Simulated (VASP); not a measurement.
Write the native input for VASP 6.6.1 that does the following.

```
Task                   : single point
Functional             : PBEsol
Potentials or basis    : VASP PAW PBE potentials, release 64 (Cd)
Cutoff                 : 520 eV
k mesh                 : 11 × 11 × 5
Occupations            : fermi-dirac, width 0.3 eV
Spin                   : no spin polarisation
Dipole correction      : no
Further INCAR settings : ALGO = Normal; EDIFF = 1e-06; NBANDS = 19
```

The structure of Cd lies in POSCAR:

```
Cd
1.0
    2.9386100647      0.0000000000      0.0000000000
   -1.4693050324      2.5449108746      0.0000000000
    0.0000000000      0.0000000000      5.5417265037
Cd
2
Direct
    0.3333333333      0.6666666667      0.2500000000
    0.6666666667      0.3333333333      0.7500000000
```

The input as run:

INCAR

```
SYSTEM = Cd
PREC = Accurate
ENCUT = 520
EDIFF = 1E-6
ISMEAR = -1
SIGMA = 0.3
LREAL = .FALSE.
LASPH = .TRUE.
NELM = 60
ALGO = Normal
ISIF = 2
LWAVE = .FALSE.
LCHARG = .FALSE.
GGA = PS
NBANDS = 19
```

KPOINTS

```
regular mesh
0
G
  11 11 5
  0 0 0
```

Potentials or basis: VASP PAW PBE potentials, release 64 (Cd).

Command:

```sh
$ cat potpaw_PBE.64/Cd/POTCAR > POTCAR
$ mpirun -np 1 vasp_std > vasp.out
```

Results of the run:

```json
{
  "Pressure": "1.9 GPa",
  "Band gap on the k mesh": "zero (band 12 reaches 4.76 eV, above the bottom of band 13 at 0.09 eV)"
}
```

Caveat: the PAW data sets were made with another functional, which shifts forces and pressure a little.

Run time: 11 s on 1 thread of Intel(R) Xeon(R) 6975P-C (Granite Rapids), on a shared host, peak memory 0.17 GiB.
